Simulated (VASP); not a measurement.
# SnO (Romarchite) (P4/nmm) in VASP: single point with PBE

Aim: the single point of SnO (Romarchite) with PBE.

All numbers are computed with VASP 6.6.1; they aren't measurements. Logs are shortened: lines on timing, memory, paths and dates and some standing lists are left out, and cuts for length are marked.

## (1) The cell of the first run

It takes space group P4/nmm (No. 129, tetragonal). Conventional cell: a = 3.793 Å, b = 3.793 Å, c = 4.518 Å, α = 90.00°, β = 90.00°, γ = 90.00°. Within 2.9 Å of Sn (site symmetry 4mm) lie 4 O at 2.21 Å. Within 2.9 Å of O (site symmetry -4m2) lie 4 Sn at 2.21 Å and 4 O at 2.68 Å.

## (2) Single point, PBE (uniaxial z strain -5.0%)

INCAR reads:

```
  ALGO = Normal
  EDIFF = 1E-6
  ENCUT = 520
  GGA = PE
  ISIF = 2
  ISMEAR = -1
  LASPH = T
  LCHARG = T
  LELF = T
  LREAL = F
  LVHAR = T
  LWAVE = F
  NBANDS = 28
  NELM = 100
  PREC = Accurate
  SIGMA = 0.02
```

KPOINTS reads:

```
k-points
0
Gamma
  6 6 6
```

POSCAR reads:

```
SnO
1.0
    3.7926488416      0.0000000000      0.0000000000
    0.0000000000      3.7926488416      0.0000000000
    0.0000000000      0.0000000000      4.5183998133
Sn O
2 2
Direct
    0.5000000000      0.0000000000      0.2513744786
    0.0000000000      0.5000000000      0.7486255214
    0.0000000000      0.0000000000      0.0000000000
    0.5000000000      0.5000000000      0.0000000000
```

Potentials or basis: VASP PAW PBE potentials, release 64 (Sn_d, O).

The run is started by

```
> cat potpaw_PBE.64/Sn_d/POTCAR potpaw_PBE.64/O/POTCAR > POTCAR
> mpirun -np 1 vasp_std > vasp.out
```

OUTCAR:

```text
EDIFF = 1E-6
   ENCUT = 520
   GGA = PE
   ISIF = 2
   ISMEAR = -1
   LASPH = T
   LREAL = F
   NELM = 100
   PREC = Accurate

 ion  position               nearest neighbor table
   1  0.500  0.000  0.251-   3 2.21   4 2.21   4 2.21   3 2.21   2 3.50   2 3.50   2 3.50   2 3.50
                             2 3.51   2 3.51   2 3.51   2 3.51
   2  0.000  0.500  0.749-   3 2.21   4 2.21   3 2.21   4 2.21   1 3.50   1 3.50   1 3.50   1 3.50
                             1 3.51   1 3.51   1 3.51   1 3.51
   3  0.000  0.000  0.000-   1 2.21   2 2.21   2 2.21   1 2.21
   4  0.500  0.500  0.000-   1 2.21   2 2.21   1 2.21   2 2.21

  LATTYP: Found a simple tetragonal cell.
 ALAT       =     3.7926488416
 C/A-ratio  =     1.1913572814

  Lattice vectors:

 A1 = (   3.7926488416,   0.0000000000,   0.0000000000)
 A2 = (   0.0000000000,   3.7926488416,   0.0000000000)
 A3 = (   0.0000000000,   0.0000000000,   4.5183998133)

Analysis of symmetry for initial positions (statically):
=====================================================================
 Subroutine PRICEL returns:
 Original cell was already a primitive cell.

 Routine SETGRP: Setting up the symmetry group for a
 simple tetragonal supercell.

 Subroutine GETGRP returns: Found 16 space group operations
 (whereof  8 operations were pure point group operations)
 out of a pool of 16 trial point group operations.

The static configuration has the point symmetry D_2d.
 The point group associated with its full space group is D_4h.

Analysis of symmetry for dynamics (positions and initial velocities):
=====================================================================
 Subroutine PRICEL returns:
 Original cell was already a primitive cell.

 Routine SETGRP: Setting up the symmetry group for a
 simple tetragonal supercell.

 Subroutine GETGRP returns: Found 16 space group operations
 (whereof  8 operations were pure point group operations)
 out of a pool of 16 trial point group operations.

The dynamic configuration has the point symmetry D_2d.
 The point group associated with its full space group is D_4h.

 Subroutine INISYM returns: Found 16 space group operations
 (whereof  8 operations are pure point group operations),
 and found     1 'primitive' translations

----------------------------------------------------------------------------------------

                                     Primitive cell

  volume of cell :      64.9935

  direct lattice vectors                    reciprocal lattice vectors
     3.792648842  0.000000000  0.000000000     0.263667964  0.000000000  0.000000000
     0.000000000  3.792648842  0.000000000     0.000000000  0.263667964  0.000000000
     0.000000000  0.000000000  4.518399813     0.000000000  0.000000000  0.221317290

  length of vectors
     3.792648842  3.792648842  4.518399813     0.263667964  0.263667964  0.221317290

  position of ions in fractional coordinates (direct lattice)
     0.500000000  0.000000000  0.251374479
     0.000000000  0.500000000  0.748625521
     0.000000000  0.000000000  0.000000000
     0.500000000  0.500000000  0.000000000

  ion indices of the primitive-cell ions
   primitive index   ion index
                 1           1
                 2           2
                 3           3
                 4           4

----------------------------------------------------------------------------------------

 KPOINTS: k-points

Automatic generation of k-mesh.
 Grid dimensions read from file:
 generate k-points for:    6    6    6

 Generating k-lattice:

  Cartesian coordinates                     Fractional coordinates (reciprocal lattice)
     0.043944661  0.000000000  0.000000000     0.166666667  0.000000000  0.000000000
     0.000000000  0.043944661  0.000000000     0.000000000  0.166666667  0.000000000
     0.000000000  0.000000000  0.036886215     0.000000000  0.000000000  0.166666667

  Length of vectors
     0.043944661  0.043944661  0.036886215

  Shift w.r.t. Gamma in fractional coordinates (k-lattice)
     0.000000000  0.000000000  0.000000000

 Subroutine IBZKPT returns following result:
 ===========================================

 Found     40 irreducible k-points:

 Following reciprocal coordinates:
            Coordinates               Weight
  0.000000  0.000000  0.000000      1.000000
  0.166667  0.000000  0.000000      4.000000
  0.333333  0.000000  0.000000      4.000000
  0.500000  0.000000  0.000000      2.000000
  0.166667  0.166667  0.000000      4.000000
  0.333333  0.166667  0.000000      8.000000
[... 16 lines left out ...]
  0.333333  0.000000  0.333333      8.000000
  0.500000  0.000000  0.333333      4.000000
 [... further k-points ...]
   k-points           NKPTS =     40   k-points in BZ     NKDIM =     40   number of bands    NBANDS=     28
   number of dos      NEDOS =    301   number of ions     NIONS =      4
   total plane-waves  NPLWV =  28224
   dimension x,y,z NGX =    28 NGY =   28 NGZ =   36
   dimension x,y,z NGXF=    56 NGYF=   56 NGZF=   72
   ions per type =               2   2
   NGX,Y,Z   is equivalent  to a cutoff of  12.27, 12.27, 13.25 a.u.
   NGXF,Y,Z  is equivalent  to a cutoff of  24.55, 24.55, 26.49 a.u.
 SYSTEM =  unknown system
   PREC   = accura    normal or accurate (medium, high low for compatibility)
   ISTART =      0    job   : 0-new  1-cont  2-samecut
   ICHARG =      2    charge: 1-file 2-atom 10-const
   ISPIN  =      1    spin polarized calculation?
   LNONCOLLINEAR =      F non collinear calculations
   LSORBIT =      F    spin-orbit coupling
   LASPH  =      T    aspherical Exc in radial PAW
   ENCUT  =  520.0 eV  38.22 Ry    6.18 a.u.   7.05  7.05  8.40*2*pi/ulx,y,z
   NELM   =    100;   NELMIN=  2; NELMDL= -5     # of ELM steps
   EDIFF  = 0.1E-05   stopping-criterion for ELM
   LREAL  =      F    real-space projection
   EDIFFG = 0.1E-04   stopping-criterion for IOM
   NSW    =      0    number of steps for IOM
   IBRION =     -1    ionic relax: 0-MD 1-quasi-New 2-CG
   NFREE  =      0    steps in history (QN), initial steepest desc. (CG)
   ISIF   =      2    stress and relaxation
   ISYM   =      2    0-nonsym 1-usesym 2-fastsym
   POTIM  = 0.5000    time-step for ionic-motion
   TEBEG  =    0.0;   TEEND  =   0.0 temperature during run
   PSTRESS=    0.0 pullay stress
   NELECT =      40.0000    total number of electrons
   NUPDOWN=      -1.0000    fix difference up-down
   EMIN   =  10.00;   EMAX   =-10.00  energy-range for DOS
   EFERMI =   0.00;   METHOD = LEGACY
   ISMEAR =    -1;   SIGMA  =   0.02  broadening in eV -4-tet -1-fermi 0-gaus
   EFERMI_NEDOS =   21; number of points for ismear=-14 and -15
   IALGO  =     38    algorithm
   IMIX   =      4    mixing-type and parameters
     AMIX     =   0.40;   BMIX     =  1.00
     AMIX_MAG =   1.60;   BMIX_MAG =  1.00
  volume/ion in A,a.u.               =      16.25       109.65
  Fermi-wavevector in a.u.,A,eV,Ry     =   1.392531  2.631502 26.383634  1.939142
  Thomas-Fermi vector in A             =   2.516265
   LORBIT       =      0    0 simple, 1 ext, 2 COOP (PROOUT), +10 PAW based schemes
   GGA     = PE    functional components
   LHFCALC =     F    Hartree Fock is set to
   AEXX    =    0.0000 exact exchange contribution
   IVDW    =     0    specifies the selected vdW correction
   LEPSILON=     F    determine dielectric tensor
   LRPA    =     F    only Hartree local field effects (RPA)
 non-spin polarized calculation
  energy-cutoff  :      520.00
  volume of cell :       64.99
 maximum number of plane-waves:      1774
   NGX = 15   NGY = 15   NGZ = 17

 number of electron      39.9999993 magnetization

 Free energy of the ion-electron system (eV)
  ---------------------------------------------------
  ext. energy  EPLUGINS =         0.00000000
  ---------------------------------------------------
  free energy    TOTEN  =       -22.55161878 eV

  energy without entropy =      -22.55103360  energy(sigma->0) =      -22.55132619

 E-fermi :   8.0137     XC(G=0): -10.6958

 val. band max:        7.9922062291   @ k =   0.1667   0.0000   0.0000
 cond. band min:       8.0522201052   @ k =   0.0000   0.0000   0.0000
 fundamental gap:      0.0600138760
 Fermi energy:         8.0137071322

 k-point     1 :       0.0000    0.0000    0.0000
  band No.  band energies     occupation
      1     -14.0750      2.00000
      2     -13.6024      2.00000
      3     -13.6024      2.00000
      4     -13.5690      2.00000
      5     -13.5478      2.00000
      6     -13.5431      2.00000
[... 20 lines left out ...]
     27      14.7613      0.00000
     28      14.9831      0.00000

 k-point     2 :       0.1667    0.0000    0.0000
  band No.  band energies     occupation
      1     -14.0571      2.00000
      2     -13.6011      2.00000
      3     -13.5957      2.00000
      4     -13.5918      2.00000
      5     -13.5448      2.00000
      6     -13.5426      2.00000
[... 20 lines left out ...]
     27      14.9357      0.00000
     28      16.8688      0.00000

 k-point     3 :       0.3333    0.0000    0.0000
  band No.  band energies     occupation
      1     -14.0080      2.00000
      2     -13.7819      2.00000
      3     -13.5758      2.00000
      4     -13.5639      2.00000
      5     -13.5388      2.00000
      6     -13.5386      2.00000
[... 20 lines left out ...]
     27      15.3887      0.00000
     28      17.9572      0.00000

 k-point     4 :       0.5000    0.0000    0.0000
  band No.  band energies     occupation
      1     -13.9224      2.00000
      2     -13.9224      2.00000
      3     -13.5512      2.00000
      4     -13.5512      2.00000
      5     -13.5359      2.00000
      6     -13.5359      2.00000
[... 20 lines left out ...]
     27      16.2334      0.00000
     28      16.2334      0.00000

 k-point     5 :       0.1667    0.1667    0.0000
  band No.  band energies     occupation
      1     -14.0444      2.00000
      2     -13.6770      2.00000
      3     -13.6055      2.00000
      4     -13.5629      2.00000
      5     -13.5551      2.00000
      6     -13.5428      2.00000
[... 20 lines left out ...]
     27      16.2996      0.00000
     28      17.4661      0.00000

 k-point     6 :       0.3333    0.1667    0.0000
  band No.  band energies     occupation
      1     -14.0103      2.00000
      2     -13.8292      2.00000
      3     -13.5880      2.00000
      4     -13.5439      2.00000
      5     -13.5431      2.00000
      6     -13.5361      2.00000
[... 463 lines left out ...]
      5     -13.5333      2.00000
      6     -13.5227      2.00000
[... 20 lines left out ...]
     27      16.3616      0.00000
     28      16.3616      0.00000

 k-point    22 :       0.1667    0.0000    0.3333
  band No.  band energies     occupation
      1     -14.0385      2.00000
      2     -13.6521      2.00000
      3     -13.5819      2.00000
      4     -13.5682      2.00000
      5     -13.5503      2.00000
      6     -13.5259      2.00000
[... 20 lines left out ...]
     27      16.5610      0.00000
     28      17.1312      0.00000

 k-point    23 :       0.3333    0.0000    0.3333
  band No.  band energies     occupation
      1     -14.0097      2.00000
      2     -13.8239      2.00000
      3     -13.5942      2.00000
      4     -13.5628      2.00000
      5     -13.5451      2.00000
      6     -13.5413      2.00000
[... 20 lines left out ...]
     27      16.8914      0.00000
     28      18.3564      0.00000

 k-point    24 :       0.5000    0.0000    0.3333
  band No.  band energies     occupation
      1     -13.9470      2.00000
      2     -13.9470      2.00000
      3     -13.5886      2.00000
      4     -13.5886      2.00000
      5     -13.5363      2.00000
      6     -13.5363      2.00000
[... 20 lines left out ...]
     27      17.4261      0.00000
     28      17.4261      0.00000

 [... further k-points ...]
[... 5 lines left out ...]
  --------------------------------------------------------------------------------------
  -------------------------------------------------------------------------------------
  Total        2.9700373      2.9700373      3.2823239      0.0000000     -0.0000000      0.0000000
  in kB       73.2154214     73.2154214     80.9137071      0.0000000     -0.0000000      0.0000000
  external PRESSURE =      75.7815166 kB  Pullay stress =       0.0000000 kB

 VOLUME and BASIS-vectors are now :
 -----------------------------------------------------------------------------
  energy-cutoff  :      520.00
  volume of cell :       64.99
      direct lattice vectors                 reciprocal lattice vectors
     3.792648842  0.000000000  0.000000000     0.263667964  0.000000000  0.000000000
     0.000000000  3.792648842  0.000000000     0.000000000  0.263667964  0.000000000
     0.000000000  0.000000000  4.518399813     0.000000000  0.000000000  0.221317290

 POSITION                                       TOTAL-FORCE (eV/Angst)
 -----------------------------------------------------------------------------------
      1.89632      0.00000      1.13581        -0.000000      0.000000      0.548223
      0.00000      1.89632      3.38259         0.000000      0.000000     -0.548223
      0.00000      0.00000      0.00000         0.000000      0.000000      0.000000
      1.89632      1.89632      0.00000         0.000000     -0.000000      0.000000
 -----------------------------------------------------------------------------------
    total drift:                                0.000000      0.000000     -0.000000

  FREE ENERGIE OF THE ION-ELECTRON SYSTEM (eV)
  ---------------------------------------------------
  free  energy   TOTEN  =       -22.5516187838 eV

  energy  without entropy=      -22.5510336031  energy(sigma->0) =      -22.55132619
```

It took 50 s on 1 thread of Intel Xeon Platinum 8259CL at 2.50GHz (Skylake/Cascade Lake), shared host; peak memory 0.21 GiB.

What came out:

| Quantity | Value |
| --- | --- |
| Free energy | -22.5516 eV |
| Pressure | 7.6 GPa |
| Largest force | 0.548 eV/Å |
| Band gap on the k mesh | zero (band 20 reaches 8.05 eV, above the bottom of band 21 at 7.78 eV) |

Forces in eV/Å, atoms in the order of the input:
```
Sn   0.000  0.000  0.548
Sn   0.000  0.000 -0.548
O    0.000  0.000  0.000
O    0.000  0.000  0.000
```

Stress tensor (GPa, compression positive):
```
7.32 0.00 0.00
0.00 7.32 0.00
0.00 0.00 8.09
```

Caveat: the cell differs from its parent crystal (uniaxial z strain -5.0%); spin-orbit coupling is left out, which moves the levels of the heavy elements.
